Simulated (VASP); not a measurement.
# SiPdRu5 (P6/mmm) in VASP: notebook, part 2 of 2

VASP 6.6.1. Earlier steps stand in the parts before.

### 4 Single point, PBE

File INCAR:

```
SYSTEM = SiPdRu5
  PREC = Accurate
  ENCUT = 500
  EDIFF = 1E-6
  ISMEAR = 0
  SIGMA = 0.2
  LREAL = .FALSE.
  LASPH = .TRUE.
  NELM = 120
  ALGO = Normal
  ISIF = 2
  LWAVE = .FALSE.
  LCHARG = .TRUE.
  GGA = PE
  LELF = .TRUE.
  LVHAR = .TRUE.
  NBANDS = 51
  GGA_COMPAT = .FALSE.
```

File KPOINTS:

```
regular mesh
0
G
  4 4 4
  0 0 0
```

File POSCAR:

```
SiPdRu5
1.0
    7.6348932163      0.0000000041      0.0000000000
   -3.8174466117      6.6120114784      0.0000000000
    0.0000000000      0.0000000000      4.3904329099
Si Ru Pd
1 5 1
Direct
    0.0000000000      0.0000000000      0.5000000000
    0.3333333333      0.6666666667      0.5000000000
    0.6666666667      0.3333333333      0.5000000000
    0.5000000000      0.0000000000      0.5000000000
    0.0000000000      0.5000000000      0.5000000000
    0.5000000000      0.5000000000      0.5000000000
    0.0000000000      0.0000000000      0.0000000000
```

Potentials or basis: VASP PAW PBE potentials, release 64 (Si, Ru_pv, Pd).

Started as:

```console
$ cat potpaw_PBE.64/Si/POTCAR potpaw_PBE.64/Ru_pv/POTCAR potpaw_PBE.64/Pd/POTCAR > POTCAR
$ mpirun -np 1 vasp_std > vasp.out
```

OUTCAR:

```text
SYSTEM = SiPdRu5
   PREC = Accurate
   ENCUT = 500
   EDIFF = 1E-6
   ISMEAR = 0
   LREAL = .FALSE.
   LASPH = .TRUE.
   NELM = 120
   ISIF = 2
   GGA = PE

 ion  position               nearest neighbor table
   1  0.000  0.000  0.500-   7 2.20   7 2.20
   2  0.333  0.667  0.500-   4 2.20   5 2.20   6 2.20
   3  0.667  0.333  0.500-   4 2.20   5 2.20   6 2.20
   4  0.500  0.000  0.500-   2 2.20   3 2.20
   5  0.000  0.500  0.500-   2 2.20   3 2.20
   6  0.500  0.500  0.500-   2 2.20   3 2.20
   7  0.000  0.000  0.000-   1 2.20   1 2.20

  LATTYP: Found a hexagonal cell.
 ALAT       =     7.6348932163
 C/A-ratio  =     0.5750483714

  Lattice vectors:

 A1 = (   7.6348932163,   0.0000000041,   0.0000000000)
 A2 = (  -3.8174466117,   6.6120114784,   0.0000000000)
 A3 = (   0.0000000000,   0.0000000000,   4.3904329099)

Analysis of symmetry for initial positions (statically):
=====================================================================
 Subroutine PRICEL returns:
 Original cell was already a primitive cell.

 Routine SETGRP: Setting up the symmetry group for a
 hexagonal supercell.

 Subroutine GETGRP returns: Found 24 space group operations
 (whereof 24 operations were pure point group operations)
 out of a pool of 24 trial point group operations.

The static configuration has the point symmetry D_6h.

Analysis of symmetry for dynamics (positions and initial velocities):
=====================================================================
 Subroutine PRICEL returns:
 Original cell was already a primitive cell.

 Routine SETGRP: Setting up the symmetry group for a
 hexagonal supercell.

 Subroutine GETGRP returns: Found 24 space group operations
 (whereof 24 operations were pure point group operations)
 out of a pool of 24 trial point group operations.

The dynamic configuration has the point symmetry D_6h.

 Subroutine INISYM returns: Found 24 space group operations
 (whereof 24 operations are pure point group operations),
 and found     1 'primitive' translations

----------------------------------------------------------------------------------------

                                     Primitive cell

  volume of cell :     221.6378

  direct lattice vectors                    reciprocal lattice vectors
     7.634893216  0.000000004  0.000000000     0.130977601  0.075619953  0.000000000
    -3.817446612  6.612011478  0.000000000    -0.000000000  0.151239907  0.000000000
     0.000000000  0.000000000  4.390432910     0.000000000  0.000000000  0.227767972

  length of vectors
     7.634893216  7.634893216  4.390432910     0.151239907  0.151239907  0.227767972

  position of ions in fractional coordinates (direct lattice)
     0.000000000  0.000000000  0.500000000
     0.333333333  0.666666667  0.500000000
     0.666666667  0.333333333  0.500000000
     0.500000000  0.000000000  0.500000000
     1.000000000  0.500000000  0.500000000
     0.500000000  0.500000000  0.500000000
     0.000000000  0.000000000  0.000000000

  ion indices of the primitive-cell ions
   primitive index   ion index
                 1           1
[... 37 lines left out ...]
  0.500000  0.000000  0.000000      3.000000
  0.250000  0.250000  0.000000      6.000000
  0.000000  0.000000  0.250000      2.000000
  0.250000  0.000000  0.250000     12.000000
  0.500000  0.000000  0.250000      6.000000
  0.250000  0.250000  0.250000     12.000000
  0.000000  0.000000  0.500000      1.000000
  0.250000  0.000000  0.500000      6.000000
  0.500000  0.000000  0.500000      3.000000
  0.250000  0.250000  0.500000      6.000000
   k-points           NKPTS =     12   k-points in BZ     NKDIM =     12   number of bands    NBANDS=     51
   number of dos      NEDOS =    301   number of ions     NIONS =      7
   total plane-waves  NPLWV = 100352
   dimension x,y,z NGX =    56 NGY =   56 NGZ =   32
   dimension x,y,z NGXF=   112 NGYF=  112 NGZF=   64
   ions per type =               1   5   1
   NGX,Y,Z   is equivalent  to a cutoff of  12.19, 12.19, 12.12 a.u.
   NGXF,Y,Z  is equivalent  to a cutoff of  24.39, 24.39, 24.23 a.u.
 SYSTEM =  SiPdRu5
   PREC   = accura    normal or accurate (medium, high low for compatibility)
   ISTART =      0    job   : 0-new  1-cont  2-samecut
   ICHARG =      2    charge: 1-file 2-atom 10-const
   ISPIN  =      1    spin polarized calculation?
   LNONCOLLINEAR =      F non collinear calculations
   LSORBIT =      F    spin-orbit coupling
   LASPH  =      T    aspherical Exc in radial PAW
   ENCUT  =  500.0 eV  36.75 Ry    6.06 a.u.  13.92 13.92  8.00*2*pi/ulx,y,z
   NELM   =    120;   NELMIN=  2; NELMDL= -5     # of ELM steps
   EDIFF  = 0.1E-05   stopping-criterion for ELM
   LREAL  =      F    real-space projection
   EDIFFG = 0.1E-04   stopping-criterion for IOM
   NSW    =      0    number of steps for IOM
   IBRION =     -1    ionic relax: 0-MD 1-quasi-New 2-CG
   NFREE  =      0    steps in history (QN), initial steepest desc. (CG)
   ISIF   =      2    stress and relaxation
   ISYM   =      2    0-nonsym 1-usesym 2-fastsym
   POTIM  = 0.5000    time-step for ionic-motion
   TEBEG  =    0.0;   TEEND  =   0.0 temperature during run
   PSTRESS=    0.0 pullay stress
   NELECT =      84.0000    total number of electrons
   NUPDOWN=      -1.0000    fix difference up-down
   EMIN   =  10.00;   EMAX   =-10.00  energy-range for DOS
   EFERMI =   0.00;   METHOD = LEGACY
   ISMEAR =     0;   SIGMA  =   0.20  broadening in eV -4-tet -1-fermi 0-gaus
   EFERMI_NEDOS =   21; number of points for ismear=-14 and -15
   IALGO  =     38    algorithm
   IMIX   =      4    mixing-type and parameters
     AMIX     =   0.40;   BMIX     =  1.00
     AMIX_MAG =   1.60;   BMIX_MAG =  1.00
  volume/ion in A,a.u.               =      31.66       213.67
  Fermi-wavevector in a.u.,A,eV,Ry     =   1.184732  2.238818 19.096986  1.403589
  Thomas-Fermi vector in A             =   2.320940
   LORBIT       =      0    0 simple, 1 ext, 2 COOP (PROOUT), +10 PAW based schemes
   GGA     = PE    functional components
   LHFCALC =     F    Hartree Fock is set to
   AEXX    =    0.0000 exact exchange contribution
   IVDW    =     0    specifies the selected vdW correction
   LEPSILON=     F    determine dielectric tensor
   LRPA    =     F    only Hartree local field effects (RPA)
 non-spin polarized calculation
 Gauss-broadening in eV      SIGMA  =   0.20
  energy-cutoff  :      500.00
  volume of cell :      221.64
 maximum number of plane-waves:      5656
 NGX is ok and might be reduce to    56
   NGX = 27   NGY = 27   NGZ = 17

 number of electron      84.0000000 magnetization

 Free energy of the ion-electron system (eV)
  ---------------------------------------------------
  ext. energy  EPLUGINS =         0.00000000
  ---------------------------------------------------
  free energy    TOTEN  =       -37.88168911 eV

  energy without entropy =      -37.61093790  energy(sigma->0) =      -37.74631351

 E-fermi :   2.4796     XC(G=0):  -8.6310

 val. band max:        2.4548029154   @ k =   0.0000   0.0000   0.0000
 cond. band min:       2.5096480325   @ k =   0.2500   0.2500   0.5000
 fundamental gap:      0.0548451171
 Fermi energy:         2.4796200448

 k-point     1 :       0.0000    0.0000    0.0000
  band No.  band energies     occupation
      1     -41.8118      2.00000
      2     -41.8118      2.00000
      3     -40.6594      2.00000
      4     -40.6594      2.00000
      5     -40.4375      2.00000
      6     -40.1417      2.00000
[... 637 lines left out ...]
     50       4.5588      0.00000
     51       4.7360      0.00000

------------------------ aborting loop because EDIFF is reached ----------------------------------------

  FORCE on cell =-STRESS in cart. coord.  units (eV):
  Direction    XX          YY          ZZ          XY          YZ          ZX
  --------------------------------------------------------------------------------------
  -------------------------------------------------------------------------------------
  Total        1.3907470      1.3907470      0.1894577      0.0000000     -0.0000000      0.0000000
  in kB       10.0534427     10.0534427      1.3695536      0.0000000     -0.0000000      0.0000000
  external PRESSURE =       7.1588130 kB  Pullay stress =       0.0000000 kB

 VOLUME and BASIS-vectors are now :
 -----------------------------------------------------------------------------
  energy-cutoff  :      500.00
  volume of cell :      221.64
      direct lattice vectors                 reciprocal lattice vectors
     7.634893216  0.000000004  0.000000000     0.130977601  0.075619953  0.000000000
    -3.817446612  6.612011478  0.000000000    -0.000000000  0.151239907  0.000000000
     0.000000000  0.000000000  4.390432910     0.000000000  0.000000000  0.227767972

 POSITION                                       TOTAL-FORCE (eV/Angst)
 -----------------------------------------------------------------------------------
      0.00000      0.00000      2.19522         0.000000      0.000000      0.000000
     -0.00000      4.40801      2.19522        -0.000000      0.000000     -0.000000
      3.81745      2.20400      2.19522         0.000000     -0.000000      0.000000
      3.81745      0.00000      2.19522         0.000000      0.000000      0.000000
     -1.90872      3.30601      2.19522         0.000000      0.000000      0.000000
      1.90872      3.30601      2.19522         0.000000      0.000000      0.000000
      0.00000      0.00000      0.00000         0.000000      0.000000      0.000000
 -----------------------------------------------------------------------------------
    total drift:                               -0.000000      0.000000      0.000000

  FREE ENERGIE OF THE ION-ELECTRON SYSTEM (eV)
  ---------------------------------------------------
  free  energy   TOTEN  =       -37.8816891085 eV

  energy  without entropy=      -37.6109379021  energy(sigma->0) =      -37.74631351
```

Run time: 3.4 min. Hardware: 1 thread of Intel Xeon 8259CL, shared host; peak memory 0.37 GiB.

Results:

| Property | Result |
| --- | --- |
| Free energy | -37.8817 eV |
| Pressure | 0.7 GPa |
| Band gap on the k mesh | zero (bands 42 and 43 overlap by 0.53 eV) |

Stress tensor (GPa, compression positive):
```
1.01 0.00 0.00
0.00 1.01 0.00
0.00 0.00 0.14
```

### 5 The runs side by side

| cell | k mesh | gap on the mesh (eV) | pressure (GPa) |
| --- | --- | --- | --- |
| a = 7.644, b = 7.644, c = 4.383 Å, angles 90.0, 90.0, 120.0°, 7 atoms, atomic positions A | 3 × 3 × 4 | none | 0.5 |
| a = 5.087, b = 5.087, c = 9.211 Å, angles 90.0, 90.0, 120.0°, 7 atoms, atomic positions B | 5 × 5 × 2 | none | -0.4 |
| a = 7.635, b = 7.635, c = 4.390 Å, angles 90.0, 90.0, 120.0°, 7 atoms, atomic positions A | 4 × 4 × 4 | none | 0.7 |

Alike in all rows: task single point; level PBE; potentials or basis VASP PAW PBE potentials, release 64 (Si, Ru_pv, Pd); no spin polarisation; cutoff (eV) 500; smearing gaussian 0.2 eV.

Total energies depend on the potentials used, so only differences within one code and one set of settings carry meaning.
